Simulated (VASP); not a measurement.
# BP in VASP: single point with PBE+D3(BJ)

Aim: the single point of BP with PBE+D3(BJ).

All numbers are computed with VASP 6.6.1; they aren't measurements. Logs are shortened: lines on timing, memory, paths and dates and some standing lists are left out, and cuts for length are marked.

## Step 1: The cell of the first run

The cell holds a sheet with vacuum, 2 atoms: a = 3.206 Å, b = 3.206 Å, c = 23.800 Å, α = 90.00°, β = 90.00°, γ = 120.00°.

## Step 2: Single point, PBE+D3(BJ)

The input, INCAR:

```
SYSTEM = BP
  PREC = Accurate
  ENCUT = 420
  EDIFF = 1E-6
  ISMEAR = 0
  SIGMA = 0.03
  LREAL = .FALSE.
  LASPH = .TRUE.
  NELM = 120
  ALGO = Normal
  ISIF = 2
  LWAVE = .FALSE.
  LCHARG = .FALSE.
  LDIPOL = .TRUE.
  IDIPOL = 3
  DIPOL = 0.5 0.5 0.294
  GGA = PE
  IVDW = 12
  NBANDS = 11
  GGA_COMPAT = .FALSE.
  NELMDL = -8
```

The input, KPOINTS:

```
regular mesh
0
G
  12 12 1
  0 0 0
```

The input, POSCAR:

```
BP
1.0
    3.2056406744      0.0000000000      0.0000000000
   -1.6028203372      2.7761662595      0.0000000000
    0.0000000000      0.0000000000     23.8000000000
B P
1 1
Direct
    0.3333333333      0.6666666667      0.2941176471
    0.6666666667      0.3333333333      0.2941176471
```

Potentials or basis: VASP PAW PBE potentials, release 64 (B, P).

On the command line:

```bash
cat potpaw_PBE.64/B/POTCAR potpaw_PBE.64/P/POTCAR > POTCAR
mpirun -np 1 vasp_std > vasp.out
```

OUTCAR:

```text
SYSTEM = BP
   PREC = Accurate
   ENCUT = 420
   EDIFF = 1E-6
   ISMEAR = 0
   LREAL = .FALSE.
   LASPH = .TRUE.
   NELM = 120
   ISIF = 2
   GGA = PE
   IVDW = 12
   NELMDL = -8
 IVDW          = 12

 ion  position               nearest neighbor table
   1  0.333  0.667  0.294-   2 1.85   2 1.85   2 1.85
   2  0.667  0.333  0.294-   1 1.85   1 1.85   1 1.85

  LATTYP: Found a hexagonal cell.
 ALAT       =     3.2056406744
 C/A-ratio  =     7.4244129076

  Lattice vectors:

 A1 = (   3.2056406744,   0.0000000000,   0.0000000000)
 A2 = (  -1.6028203372,   2.7761662595,   0.0000000000)
 A3 = (   0.0000000000,   0.0000000000,  23.8000000000)

Analysis of symmetry for initial positions (statically):
=====================================================================
 Subroutine PRICEL returns:
 Original cell was already a primitive cell.

 Routine SETGRP: Setting up the symmetry group for a
 hexagonal supercell.

 Subroutine GETGRP returns: Found 12 space group operations
 (whereof  6 operations were pure point group operations)
 out of a pool of 24 trial point group operations.

The static configuration has the point symmetry C_3v.
 The point group associated with its full space group is D_3h.

Analysis of symmetry for dynamics (positions and initial velocities):
=====================================================================
 Subroutine PRICEL returns:
 Original cell was already a primitive cell.

 Routine SETGRP: Setting up the symmetry group for a
 hexagonal supercell.

 Subroutine GETGRP returns: Found 12 space group operations
 (whereof  6 operations were pure point group operations)
 out of a pool of 24 trial point group operations.

The dynamic configuration has the point symmetry C_3v.
 The point group associated with its full space group is D_3h.

 Subroutine INISYM returns: Found 12 space group operations
 (whereof  6 operations are pure point group operations),
 and found     1 'primitive' translations

----------------------------------------------------------------------------------------

                                     Primitive cell

  volume of cell :     211.8055

  direct lattice vectors                    reciprocal lattice vectors
     3.205640674  0.000000000  0.000000000     0.311950122  0.180104487  0.000000000
    -1.602820337  2.776166260  0.000000000     0.000000000  0.360208974  0.000000000
     0.000000000  0.000000000 23.800000000     0.000000000  0.000000000  0.042016807

  length of vectors
     3.205640674  3.205640674 23.800000000     0.360208974  0.360208974  0.042016807

  position of ions in fractional coordinates (direct lattice)
     0.333333333  0.666666667  0.294117647
     0.666666667  0.333333333  0.294117647

  ion indices of the primitive-cell ions
   primitive index   ion index
                 1           1
                 2           2

----------------------------------------------------------------------------------------

 KPOINTS: regular mesh

Automatic generation of k-mesh.
 Grid dimensions read from file:
 generate k-points for:   12   12    1

 Generating k-lattice:

  Cartesian coordinates                     Fractional coordinates (reciprocal lattice)
     0.025995844  0.015008707  0.000000000     0.083333333 -0.000000000  0.000000000
     0.000000000  0.030017415  0.000000000     0.000000000  0.083333333  0.000000000
     0.000000000  0.000000000  0.042016807     0.000000000  0.000000000  1.000000000

  Length of vectors
     0.030017415  0.030017415  0.042016807

  Shift w.r.t. Gamma in fractional coordinates (k-lattice)
     0.000000000  0.000000000  0.000000000

 Subroutine IBZKPT returns following result:
 ===========================================

 Found     19 irreducible k-points:

 Following reciprocal coordinates:
            Coordinates               Weight
  0.000000  0.000000  0.000000      1.000000
  0.083333 -0.000000  0.000000      6.000000
  0.166667 -0.000000  0.000000      6.000000
  0.250000 -0.000000  0.000000      6.000000
  0.333333 -0.000000  0.000000      6.000000
  0.416667 -0.000000  0.000000      6.000000
[... 11 lines left out ...]
  0.333333  0.250000  0.000000     12.000000
  0.333333  0.333333  0.000000      2.000000
   k-points           NKPTS =     19   k-points in BZ     NKDIM =     19   number of bands    NBANDS=     11
   number of dos      NEDOS =    301   number of ions     NIONS =      2
   total plane-waves  NPLWV =  92160
   dimension x,y,z NGX =    24 NGY =   24 NGZ =  160
   dimension x,y,z NGXF=    48 NGYF=   48 NGZF=  320
   ions per type =               1   1
   NGX,Y,Z   is equivalent  to a cutoff of  12.45, 12.45, 11.18 a.u.
   NGXF,Y,Z  is equivalent  to a cutoff of  24.89, 24.89, 22.35 a.u.
 SYSTEM =  BP
   PREC   = accura    normal or accurate (medium, high low for compatibility)
   ISTART =      0    job   : 0-new  1-cont  2-samecut
   ICHARG =      2    charge: 1-file 2-atom 10-const
   ISPIN  =      1    spin polarized calculation?
   LNONCOLLINEAR =      F non collinear calculations
   LSORBIT =      F    spin-orbit coupling
   LASPH  =      T    aspherical Exc in radial PAW
   ENCUT  =  420.0 eV  30.87 Ry    5.56 a.u.   5.36  5.36 39.77*2*pi/ulx,y,z
   NELM   =    120;   NELMIN=  2; NELMDL= -8     # of ELM steps
   EDIFF  = 0.1E-05   stopping-criterion for ELM
   LREAL  =      F    real-space projection
   EDIFFG = 0.1E-04   stopping-criterion for IOM
   NSW    =      0    number of steps for IOM
   IBRION =     -1    ionic relax: 0-MD 1-quasi-New 2-CG
   NFREE  =      0    steps in history (QN), initial steepest desc. (CG)
   ISIF   =      2    stress and relaxation
   ISYM   =      2    0-nonsym 1-usesym 2-fastsym
   POTIM  = 0.5000    time-step for ionic-motion
   TEBEG  =    0.0;   TEEND  =   0.0 temperature during run
   PSTRESS=    0.0 pullay stress
   NELECT =       8.0000    total number of electrons
   NUPDOWN=      -1.0000    fix difference up-down
   EMIN   =  10.00;   EMAX   =-10.00  energy-range for DOS
   EFERMI =   0.00;   METHOD = LEGACY
   ISMEAR =     0;   SIGMA  =   0.03  broadening in eV -4-tet -1-fermi 0-gaus
   EFERMI_NEDOS =   21; number of points for ismear=-14 and -15
   IALGO  =     38    algorithm
   IMIX   =      4    mixing-type and parameters
     AMIX     =   0.40;   BMIX     =  1.00
     AMIX_MAG =   1.60;   BMIX_MAG =  1.00
  volume/ion in A,a.u.               =     105.90       714.67
  Fermi-wavevector in a.u.,A,eV,Ry     =   0.549278  1.037985  4.104967  0.301707
  Thomas-Fermi vector in A             =   1.580338
   LORBIT       =      0    0 simple, 1 ext, 2 COOP (PROOUT), +10 PAW based schemes
   GGA     = PE    functional components
   LHFCALC =     F    Hartree Fock is set to
   AEXX    =    0.0000 exact exchange contribution
   IVDW    =    12    specifies the selected vdW correction
   LEPSILON=     F    determine dielectric tensor
   LRPA    =     F    only Hartree local field effects (RPA)
 non-spin polarized calculation
 Gauss-broadening in eV      SIGMA  =   0.03
  energy-cutoff  :      420.00
  volume of cell :      211.81
 maximum number of plane-waves:      4207
 NGX is ok and might be reduce to    24
   NGX = 11   NGY = 11   NGZ = 79

 dipolmoment           0.000000      0.000000     -0.000000 electrons x Angstroem

 number of electron       8.0000001 magnetization

 dipolmoment           0.000000      0.000000      0.000001 electrons x Angstroem

 Free energy of the ion-electron system (eV)
  ---------------------------------------------------
  ext. energy  EPLUGINS =         0.00000000
  ---------------------------------------------------
  free energy    TOTEN  =       -12.17069588 eV

  energy without entropy =      -12.17069588  energy(sigma->0) =      -12.17069588

 E-fermi :  -3.6175     XC(G=0):  -1.8149

 val. band max:       -3.7654556957   @ k =   0.3333   0.3333   0.0000
 cond. band min:      -2.8653672981   @ k =   0.3333   0.3333   0.0000
 fundamental gap:      0.9000883976
 Fermi energy:        -3.6175185801

 k-point     1 :       0.0000    0.0000    0.0000
  band No.  band energies     occupation
      1     -17.4723      2.00000
      2      -7.9285      2.00000
      3      -5.4049      2.00000
      4      -5.4049      2.00000
      5      -0.0061      0.00000
      6       0.9224      0.00000
      7       0.9224      0.00000
      8       1.1188      0.00000
      9       1.3991      0.00000
     10       1.8911      0.00000
     11       2.0291      0.00000

 k-point     2 :       0.0833   -0.0000    0.0000
  band No.  band energies     occupation
      1     -17.3662      2.00000
      2      -7.8135      2.00000
      3      -5.9421      2.00000
      4      -5.6104      2.00000
      5       0.1121      0.00000
      6       0.7375      0.00000
      7       1.2515      0.00000
      8       1.3552      0.00000
      9       1.5400      0.00000
     10       2.1629      0.00000
     11       2.2837      0.00000

 k-point     3 :       0.1667   -0.0000    0.0000
  band No.  band energies     occupation
      1     -17.0509      2.00000
      2      -7.4712      2.00000
      3      -7.2077      2.00000
      4      -6.0848      2.00000
      5       0.2132      0.00000
      6       0.6059      0.00000
      7       1.6472      0.00000
      8       1.9477      0.00000
      9       2.5064      0.00000
     10       2.5593      0.00000
     11       2.7962      0.00000

 k-point     4 :       0.2500   -0.0000    0.0000
  band No.  band energies     occupation
      1     -16.5370      2.00000
      2      -8.7225      2.00000
      3      -6.9117      2.00000
      4      -6.6037      2.00000
      5      -0.1938      0.00000
      6       1.1999      0.00000
      7       1.3810      0.00000
      8       2.3246      0.00000
      9       2.6239      0.00000
     10       3.2366      0.00000
     11       3.4748      0.00000

 k-point     5 :       0.3333   -0.0000    0.0000
  band No.  band energies     occupation
      1     -15.8539      2.00000
      2     -10.2169      2.00000
      3      -7.0318      2.00000
      4      -6.1632      2.00000
      5      -0.5668      0.00000
      6      -0.2172      0.00000
      7       2.0820      0.00000
      8       3.2398      0.00000
      9       3.5693      0.00000
     10       4.1671      0.00000
     11       4.3988      0.00000
[... 141 lines left out ...]
 k-point    16 :       0.4167    0.1667    0.0000
  band No.  band energies     occupation
      1     -14.4198      2.00000
      2     -11.8921      2.00000
      3      -8.7644      2.00000
      4      -4.4832      2.00000
      5      -2.3708      0.00000
      6       1.1066      0.00000
      7       3.8024      0.00000
      8       4.3139      0.00000
      9       5.3679      0.00000
     10       6.2998      0.00000
     11       6.6255      0.00000

 k-point    17 :       0.2500    0.2500    0.0000
  band No.  band energies     occupation
      1     -14.8800      2.00000
      2     -10.9538      2.00000
      3      -9.1481      2.00000
      4      -5.0508      2.00000
      5      -1.5046      0.00000
      6       2.4125      0.00000
      7       3.3898      0.00000
      8       3.4408      0.00000
      9       4.1432      0.00000
     10       4.9344      0.00000
     11       5.0639      0.00000

 k-point    18 :       0.3333    0.2500    0.0000
  band No.  band energies     occupation
      1     -14.2784      2.00000
      2     -11.6046      2.00000
      3      -9.6113      2.00000
      4      -4.2609      2.00000
      5      -2.4084      0.00000
      6       2.7350      0.00000
      7       2.9894      0.00000
      8       4.3042      0.00000
      9       5.3646      0.00000
     10       6.1769      0.00000
     11       6.4063      0.00000

 k-point    19 :       0.3333    0.3333    0.0000
  band No.  band energies     occupation
      1     -14.0210      2.00000
      2     -11.6753      2.00000
      3     -10.0424      2.00000
      4      -3.7655      2.00000
      5      -2.8654      0.00000
      6       2.6315      0.00000
      7       3.5615      0.00000
      8       4.7492      0.00000
      9       5.8848      0.00000
     10       6.8901      0.00000
     11       6.9863      0.00000

------------------------ aborting loop because EDIFF is reached ----------------------------------------

 vacuum level on the upper side and lower side of the slab       (xc-potential included)        -0.008        -0.008

 Edisp (eV)   -0.25724

 E8    (eV) :    -0.1012

  FORCE on cell =-STRESS in cart. coord.  units (eV):
  Direction    XX          YY          ZZ          XY          YZ          ZX
  --------------------------------------------------------------------------------------
  -------------------------------------------------------------------------------------
  Total      -0.04139    -0.04139    -0.00445     0.00000    -0.00000    -0.00000
  in kB      -0.31306    -0.31306    -0.03362     0.00000    -0.00000    -0.00000
  external pressure =       -0.22 kB  Pullay stress =        0.00 kB

 VOLUME and BASIS-vectors are now :
 -----------------------------------------------------------------------------
  energy-cutoff  :      420.00
  volume of cell :      211.81
      direct lattice vectors                 reciprocal lattice vectors
     3.205640674  0.000000000  0.000000000     0.311950122  0.180104487  0.000000000
    -1.602820337  2.776166260  0.000000000     0.000000000  0.360208974  0.000000000
     0.000000000  0.000000000 23.800000000     0.000000000  0.000000000  0.042016807

 POSITION                                       TOTAL-FORCE (eV/Angst)
 -----------------------------------------------------------------------------------
     -0.00000      1.85078      7.00000        -0.000000      0.000000      0.000000
      1.60282      0.92539      7.00000         0.000000     -0.000000      0.000000
 -----------------------------------------------------------------------------------
    total drift:                               -0.000000      0.000000      0.000001

  FREE ENERGIE OF THE ION-ELECTRON SYSTEM (eV)
  ---------------------------------------------------
  free  energy   TOTEN  =       -12.4279314625 eV

  energy  without entropy=      -12.4279314625  energy(sigma->0) =      -12.42793146

 vacuum level on the upper side and lower side of the slab         1.340         1.340
```

Wall time 25 s (1 thread of Intel Xeon 6975P-C (Granite Rapids), shared host); peak memory 0.29 GiB.

Results:

```
Free energy                : -12.4279 eV
Band gap on the k mesh     : 0.90 eV
Dispersion energy per atom : -0.129 eV
```
